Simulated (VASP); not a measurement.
Here is a VASP 6.6.1 calculation.

The input INCAR:

```
ALGO = Normal
EDIFF = 1E-6
ENCUT = 500
GGA = PS
GGA_COMPAT = False
ISIF = 2
ISMEAR = -1
LASPH = True
LCHARG = False
LREAL = False
LWAVE = False
NBANDS = 10
NELM = 120
PREC = Accurate
SIGMA = 0.05
```

Contents of KPOINTS:

```
k-points
0
Gamma
  15 15 15
```

File POSCAR:

```
Ir
1.0
    0.0000000000      1.9260777877      1.9260777877
    1.9260777877      0.0000000000      1.9260777877
    1.9260777877      1.9260777877      0.0000000000
Ir
1
Direct
    0.0000000000      0.0000000000      0.0000000000
```

Potentials or basis: VASP PAW PBE potentials, release 64 (Ir).

The run is started by

```console
$ cat potpaw_PBE.64/Ir/POTCAR > POTCAR
$ mpirun -np 1 vasp_std > vasp.out
```

Predict the pressure.

-5.6 GPa.

Caveat: the PAW data sets were made with another functional, which shifts forces and pressure a little.
